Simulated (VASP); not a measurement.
# Zn3S (Pm-3m) in VASP: notebook

Runs on Zn3S. Level: PBE. Tasks: relaxation of cell and atoms.

Everything below comes from runs of VASP 6.6.1. Logs are shortened: lines on timing, memory, paths and dates and some standing lists are left out, and cuts for length are marked.

## (1) The cell of the first run

The structure is cubic, space group Pm-3m (No. 221). The conventional cell has a = 4.037 Å, b = 4.037 Å, c = 4.037 Å, α = 90.00°, β = 90.00°, γ = 90.00°. Zn (site symmetry 4/mmm) has 8 Zn at 2.85 Å and 4 S at 2.85 Å within 3.8 Å. Within 3.8 Å of S (site symmetry m-3m) lie 12 Zn at 2.85 Å.

## (2) Relaxation of cell and atoms, PBE

Input file INCAR:

```
SYSTEM = Zn3S
PREC = Accurate
ENCUT = 600
EDIFF = 1E-6
ISMEAR = 0
SIGMA = 0.1
LREAL = .False.
LASPH = .True.
NELM = 80
ALGO = Normal
ISIF = 3
LWAVE = .False.
LCHARG = .False.
GGA = PE
IBRION = 2
NSW = 100
EDIFFG = -0.01
```

Input file KPOINTS:

```
regular mesh
0
Gamma
  12 12 12
  0 0 0
```

Input file POSCAR:

```
Zn3S
1.0
    4.0365859692      0.0000000000      0.0000000000
    0.0000000000      4.0365859692      0.0000000000
    0.0000000000      0.0000000000      4.0365859692
Zn S
3 1
Direct
    0.0000000000      0.5000000000      0.5000000000
    0.5000000000      0.0000000000      0.5000000000
    0.5000000000      0.5000000000      0.0000000000
    0.0000000000      0.0000000000      0.0000000000
```

Potentials or basis: VASP PAW PBE potentials, release 64 (Zn, S).

The run is started by

```sh
$ cat potpaw_PBE.64/Zn/POTCAR potpaw_PBE.64/S/POTCAR > POTCAR
$ mpirun -np 1 vasp_std > vasp.out
```

OUTCAR:

```text
SYSTEM = Zn3S
   PREC = Accurate
   ENCUT = 600
   EDIFF = 1E-6
   ISMEAR = 0
   LREAL = .False.
   LASPH = .True.
   NELM = 80
   ISIF = 3
   GGA = PE
   IBRION = 2
   NSW = 100
   EDIFFG = -0.01

 ion  position               nearest neighbor table
   1  0.000  0.500  0.500-   2 2.85   3 2.85   4 2.85   3 2.85   4 2.85   2 2.85   4 2.85   4 2.85
                             2 2.85   3 2.85   3 2.85   2 2.85
   2  0.500  0.000  0.500-   1 2.85   3 2.85   4 2.85   3 2.85   4 2.85   1 2.85   3 2.85   3 2.85
                             1 2.85   4 2.85   4 2.85   1 2.85
   3  0.500  0.500  0.000-   1 2.85   2 2.85   4 2.85   1 2.85   2 2.85   2 2.85   4 2.85   2 2.85
                             1 2.85   4 2.85   1 2.85   4 2.85
   4  0.000  0.000  0.000-   1 2.85   2 2.85   3 2.85   1 2.85   2 2.85   1 2.85   3 2.85   1 2.85
                             2 2.85   3 2.85   2 2.85   3 2.85

  LATTYP: Found a simple cubic cell.
 ALAT       =     4.0365859692

  Lattice vectors:

 A1 = (   4.0365859692,   0.0000000000,   0.0000000000)
 A2 = (   0.0000000000,   4.0365859692,   0.0000000000)
 A3 = (   0.0000000000,   0.0000000000,   4.0365859692)

Analysis of symmetry for initial positions (statically):
=====================================================================
 Subroutine PRICEL returns:
 Original cell was already a primitive cell.

 Routine SETGRP: Setting up the symmetry group for a
 simple cubic supercell.

 Subroutine GETGRP returns: Found 48 space group operations
 (whereof 48 operations were pure point group operations)
 out of a pool of 48 trial point group operations.

The static configuration has the point symmetry O_h .

Analysis of symmetry for dynamics (positions and initial velocities):
=====================================================================
 Subroutine PRICEL returns:
 Original cell was already a primitive cell.

 Routine SETGRP: Setting up the symmetry group for a
 simple cubic supercell.

 Subroutine GETGRP returns: Found 48 space group operations
 (whereof 48 operations were pure point group operations)
 out of a pool of 48 trial point group operations.

The dynamic configuration has the point symmetry O_h .

 Subroutine INISYM returns: Found 48 space group operations
 (whereof 48 operations are pure point group operations),
 and found     1 'primitive' translations

----------------------------------------------------------------------------------------

                                     Primitive cell

  volume of cell :      65.7722

  direct lattice vectors                    reciprocal lattice vectors
     4.036585969  0.000000000  0.000000000     0.247734102  0.000000000  0.000000000
     0.000000000  4.036585969  0.000000000     0.000000000  0.247734102  0.000000000
     0.000000000  0.000000000  4.036585969     0.000000000  0.000000000  0.247734102

  length of vectors
     4.036585969  4.036585969  4.036585969     0.247734102  0.247734102  0.247734102

  position of ions in fractional coordinates (direct lattice)
     0.000000000  0.500000000  0.500000000
     0.500000000  0.000000000  0.500000000
     0.500000000  0.500000000  0.000000000
     0.000000000  0.000000000  0.000000000

  ion indices of the primitive-cell ions
   primitive index   ion index
                 1           1
                 2           2
                 3           3
                 4           4

----------------------------------------------------------------------------------------

 KPOINTS: regular mesh

Automatic generation of k-mesh.
 Grid dimensions read from file:
 generate k-points for:   12   12   12

 Generating k-lattice:

[... 66 lines left out ...]
   NFREE  =      1    steps in history (QN), initial steepest desc. (CG)
   ISIF   =      3    stress and relaxation
   ISYM   =      2    0-nonsym 1-usesym 2-fastsym
   POTIM  = 0.5000    time-step for ionic-motion
   TEBEG  =    0.0;   TEEND  =   0.0 temperature during run
   PSTRESS=    0.0 pullay stress
   NELECT =      42.0000    total number of electrons
   NUPDOWN=      -1.0000    fix difference up-down
   EMIN   =  10.00;   EMAX   =-10.00  energy-range for DOS
   EFERMI =   0.00;   METHOD = LEGACY
   ISMEAR =     0;   SIGMA  =   0.10  broadening in eV -4-tet -1-fermi 0-gaus
   EFERMI_NEDOS =   21; number of points for ismear=-14 and -15
   IALGO  =     38    algorithm
   IMIX   =      4    mixing-type and parameters
     AMIX     =   0.40;   BMIX     =  1.00
     AMIX_MAG =   1.60;   BMIX_MAG =  1.00
  volume/ion in A,a.u.               =      16.44       110.96
  Fermi-wavevector in a.u.,A,eV,Ry     =   1.409755  2.664051 27.040353  1.987410
  Thomas-Fermi vector in A             =   2.531779
   LORBIT       =      0    0 simple, 1 ext, 2 COOP (PROOUT), +10 PAW based schemes
   GGA     = PE    functional components
   LHFCALC =     F    Hartree Fock is set to
   AEXX    =    0.0000 exact exchange contribution
   IVDW    =     0    specifies the selected vdW correction
   LEPSILON=     F    determine dielectric tensor
   LRPA    =     F    only Hartree local field effects (RPA)
 conjugate gradient relaxation of ions
 non-spin polarized calculation
 Gauss-broadening in eV      SIGMA  =   0.10
  energy-cutoff  :      600.00
  volume of cell :       65.77
 maximum number of plane-waves:      2272
   NGX = 17   NGY = 17   NGZ = 17

--------------------------------------- Ionic step        1  -------------------------------------------

 number of electron      42.0000065 magnetization

 Free energy of the ion-electron system (eV)
  ---------------------------------------------------
  ext. energy  EPLUGINS =         0.00000000
  ---------------------------------------------------
  free energy    TOTEN  =        -6.77016910 eV

  energy without entropy =       -6.76335851  energy(sigma->0) =       -6.76676381

------------------------ aborting loop because EDIFF is reached ----------------------------------------

  FORCE on cell =-STRESS in cart. coord.  units (eV):
  Direction    XX          YY          ZZ          XY          YZ          ZX
  --------------------------------------------------------------------------------------
  -------------------------------------------------------------------------------------
  Total        0.2365791      0.2365791      0.2365791      0.0000000     -0.0000000      0.0000000
  in kB        5.7629434      5.7629434      5.7629434      0.0000000     -0.0000000      0.0000000
  external PRESSURE =       5.7629434 kB  Pullay stress =       0.0000000 kB

 VOLUME and BASIS-vectors are now :
 -----------------------------------------------------------------------------
  energy-cutoff  :      600.00
  volume of cell :       65.77
      direct lattice vectors                 reciprocal lattice vectors
     4.036585969  0.000000000  0.000000000     0.247734102  0.000000000  0.000000000
     0.000000000  4.036585969  0.000000000     0.000000000  0.247734102  0.000000000
     0.000000000  0.000000000  4.036585969     0.000000000  0.000000000  0.247734102

 POSITION                                       TOTAL-FORCE (eV/Angst)
 -----------------------------------------------------------------------------------
      0.00000      2.01829      2.01829         0.000000      0.000000      0.000000
      2.01829      0.00000      2.01829         0.000000      0.000000      0.000000
      2.01829      2.01829      0.00000         0.000000      0.000000      0.000000
      0.00000      0.00000      0.00000         0.000000      0.000000      0.000000
 -----------------------------------------------------------------------------------
    total drift:                                0.000000     -0.000000     -0.000000

  FREE ENERGIE OF THE ION-ELECTRON SYSTEM (eV)
  ---------------------------------------------------
  free  energy   TOTEN  =        -6.7701691045 eV

  energy  without entropy=       -6.7633585059  energy(sigma->0) =       -6.76676381

--------------------------------------- Ionic step        2  -------------------------------------------

 number of electron      42.0000048 magnetization

 Free energy of the ion-electron system (eV)
  ---------------------------------------------------
  ext. energy  EPLUGINS =         0.00000000
  ---------------------------------------------------
  free energy    TOTEN  =        -6.77122938 eV

  energy without entropy =       -6.76422080  energy(sigma->0) =       -6.76772509

 E-fermi :   3.8456     XC(G=0): -11.0293

 val. band max:        3.7872508416   @ k =   0.3333   0.0833   0.0000
 cond. band min:       3.8630858383   @ k =   0.2500   0.1667   0.1667
 fundamental gap:      0.0758349968
 Fermi energy:         3.8456077606

 k-point     1 :       0.0000    0.0000    0.0000
  band No.  band energies     occupation
      1     -10.2628      2.00000
      2      -4.2946      2.00000
      3      -3.8887      2.00000
      4      -3.8887      2.00000
      5      -3.8887      2.00000
      6      -3.7892      2.00000
[... 661 lines left out ...]
     24       6.6296      0.00000
     25       8.0751      0.00000

 [... further k-points ...]

------------------------ aborting loop because EDIFF is reached ----------------------------------------

  FORCE on cell =-STRESS in cart. coord.  units (eV):
  Direction    XX          YY          ZZ          XY          YZ          ZX
  --------------------------------------------------------------------------------------
  -------------------------------------------------------------------------------------
  Total        0.0087909      0.0087909      0.0087909      0.0000000      0.0000000     -0.0000000
  in kB        0.2123184      0.2123184      0.2123184      0.0000000      0.0000000     -0.0000000
  external PRESSURE =       0.2123184 kB  Pullay stress =       0.0000000 kB

 VOLUME and BASIS-vectors are now :
 -----------------------------------------------------------------------------
  energy-cutoff  :      600.00
  volume of cell :       66.34
      direct lattice vectors                 reciprocal lattice vectors
     4.048103564  0.000000000  0.000000000     0.247029253 -0.000000000  0.000000000
     0.000000000  4.048103564 -0.000000000    -0.000000000  0.247029253  0.000000000
    -0.000000000 -0.000000000  4.048103564    -0.000000000  0.000000000  0.247029253

 POSITION                                       TOTAL-FORCE (eV/Angst)
 -----------------------------------------------------------------------------------
      0.00000      2.02405      2.02405        -0.000000     -0.000000      0.000000
      2.02405      0.00000      2.02405         0.000000     -0.000000      0.000000
      2.02405      2.02405     -0.00000         0.000000      0.000000      0.000000
      0.00000      0.00000      0.00000         0.000000      0.000000      0.000000
 -----------------------------------------------------------------------------------
    total drift:                                0.000000     -0.000000     -0.000000

  FREE ENERGIE OF THE ION-ELECTRON SYSTEM (eV)
  ---------------------------------------------------
  free  energy   TOTEN  =        -6.7712293769 eV

  energy  without entropy=       -6.7642208002  energy(sigma->0) =       -6.76772509

 reached required accuracy - stopping structural energy minimisation
```

It took 4.6 min on 1 thread of AMD EPYC 7R13, shared host; peak memory 0.25 GiB.

What came out:

| Property | Result |
| --- | --- |
| Free energy | -6.7712 eV |
| Relaxed volume | 16.58 Å³/atom |
| Relaxed cell | a = 4.048 Å, b = 4.048 Å, c = 4.048 Å, α = 90.00°, β = 90.00°, γ = 90.00° |
| Space group after relaxing (to 0.1 Å) | Pm-3m (No. 221) |
| Energy gained by relaxing | 0.3 meV/atom |
| Ionic steps | 2 |
| Pressure after relaxing | 0.0 GPa |
| Band gap on the k mesh | zero (bands 21 and 22 overlap by 3.15 eV) |

Step by step:
```csv
step,energy change (eV),largest force (eV/Å),pressure (GPa),volume (Å³)
1,0.0000,0.0000,0.58,65.77
2,-0.0011,0.0000,0.02,66.34
```

Final structure:
```
Zn S
1.0
     4.04810    0.00000    0.00000
     0.00000    4.04810    0.00000
     0.00000    0.00000    4.04810
Zn S
3 1
Cartesian
  0.0000 2.0241 2.0241
  2.0241 0.0000 2.0241
  2.0241 2.0241 0.0000
  0.0000 0.0000 0.0000
```

## (3) Relaxation of cell and atoms, PBE

Input file INCAR:

```
SYSTEM = Zn3S
ALGO = Normal
EDIFF = 1E-6
EDIFFG = -0.01
ENCUT = 600
GGA = PE
IBRION = 2
ISIF = 3
ISMEAR = 0
LASPH = .True.
LCHARG = .False.
LREAL = .False.
LWAVE = .False.
NELM = 80
NSW = 100
PREC = Accurate
SIGMA = 0.1
```

Input file KPOINTS:

```
k-points
0
Gamma
  12 12 12
  0 0 0
```

Input file POSCAR:

```
Zn3S
1.0
    4.0381969501      0.0000000000      0.0000000000
    0.0000000000      4.0381969501      0.0000000000
    0.0000000000      0.0000000000      4.0381969501
Zn S
3 1
Direct
    0.0000000000      0.5000000000      0.5000000000
    0.5000000000      0.0000000000      0.5000000000
    0.5000000000      0.5000000000      0.0000000000
    0.0000000000      0.0000000000      0.0000000000
```

Potentials or basis: VASP PAW PBE potentials, release 64 (Zn, S).

The run is started by

```sh
$ cat potpaw_PBE.64/Zn/POTCAR potpaw_PBE.64/S/POTCAR > POTCAR
$ mpirun -np 1 vasp_std > vasp.out
```

Run time: 4.8 min. Hardware: 1 thread of AMD EPYC 7R13, shared host; peak memory 0.25 GiB.

Results (log left out):

```
Free energy                           : -6.7713 eV
Relaxed volume                        : 16.58 Å³/atom
Relaxed cell                          : a = 4.048 Å, b = 4.048 Å, c = 4.048 Å, α = 90.00°, β = 90.00°, γ = 90.00°
Space group after relaxing (to 0.1 Å) : Pm-3m (No. 221)
Energy gained by relaxing             : 0.2 meV/atom
Ionic steps                           : 2
Pressure after relaxing               : 0.0 GPa
Band gap on the k mesh                : zero (bands 21 and 22 overlap by 3.15 eV)
```

The path:
```
step  energy change (eV)  largest force (eV/Å)  pressure (GPa)  volume (Å³)
   1              0.0000                0.0000            0.50        65.85
   2             -0.0008                0.0000            0.02        66.34
```

Final structure:
```xyz
4
Lattice="4.0481 0.0000 0.0000 0.0000 4.0481 0.0000 0.0000 0.0000 4.0481" Properties=species:S:1:pos:R:3 pbc="T T T"
Zn    0.0000    2.0241    2.0241
Zn    2.0241    0.0000    2.0241
Zn    2.0241    2.0241    0.0000
S     0.0000    0.0000    0.0000
```

Levels at points of the mesh, in eV from the Fermi level:
| k point | band 17 | band 18 | band 19 | band 20 | band 21 | band 22 | band 23 | band 24 | band 25 |
| --- | --- | --- | --- | --- | --- | --- | --- | --- | --- |
| (0.00, 0.00, 0.00) | -5.43 | -3.97 | -3.97 | -3.97 | 0.73 | 0.73 | 3.30 | 3.30 | 3.30 |
| (0.50, 0.00, 0.00) | -6.77 | -3.02 | -2.82 | -2.82 | -0.20 | 1.55 | 1.55 | 2.57 | 2.71 |
| (0.50, 0.50, 0.00) | -5.66 | -5.66 | -4.97 | -2.17 | 0.72 | 1.55 | 1.55 | 3.73 | 3.73 |
| (0.50, 0.50, 0.50) | -5.31 | -5.31 | -5.31 | -2.62 | -2.04 | -2.04 | -2.04 | 5.70 | 5.70 |

The gap in the log of VASP goes by the Fermi energy; the results here count the filled bands.